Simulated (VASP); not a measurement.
A run of VASP 6.6.1 is set up as follows.

Contents of INCAR:

```
PREC     = Accurate       # precision mode
ENCUT    = 520            # plane-wave cutoff, eV
EDIFF    = 1E-7           # SCF threshold, eV
ISMEAR   = 0              # smearing method
SIGMA    = 0.1            # smearing width, eV
LREAL    = F              # projectors in reciprocal space
LASPH    = T              # aspherical terms in the spheres
NELM     = 150            # most SCF steps
ALGO     = Normal         # electronic algorithm
ISIF     = 2              # what is computed and relaxed
LWAVE    = F              # write WAVECAR
LCHARG   = F              # write CHGCAR
ISPIN    = 2              # spin polarisation
MAGMOM   = 0 0 1 0 0 0    # initial moments
LORBIT   = 11             # projections on sites
LMAXMIX  = 4              # l up to which the mixer works
GGA      = PE             # functional
NBANDS   = 36             # bands
```

KPOINTS

```
regular mesh
0
Gamma
  8 8 8
```

POSCAR

```
Hf2TiN3
1.0
   -1.5794848000      1.5794848000      6.7239951000
    1.5794848000     -1.5794848000      6.7239951000
    1.5794848000      1.5794848000     -6.7239951000
Hf Ti N
2 1 3
Direct
    0.6594420000      0.6594420000      0.0000000000
    0.3405580000      0.3405580000      0.0000000000
    0.0000000000      0.0000000000      0.0000000000
    0.1668670000      0.1668670000      0.0000000000
    0.8331330000      0.8331330000      0.0000000000
    0.5000000000      0.5000000000      0.0000000000
```

Potentials or basis: VASP PAW PBE potentials, release 64 (Hf_pv, Ti_sv, N).

Run with:

```bash
$ cat potpaw_PBE.64/Hf_pv/POTCAR potpaw_PBE.64/Ti_sv/POTCAR potpaw_PBE.64/N/POTCAR > POTCAR
$ mpirun -np 1 vasp_std > vasp.out
```

What does it give for the largest force?

0.034 eV/Å.

Estimate the pressure.

-1.5 GPa.

Estimate the net moment.

0.00 μB per cell.

Stress tensor (GPa, compression positive):
```
-1.20  0.00  0.00
 0.00 -1.20  0.00
 0.00  0.00 -2.09
```
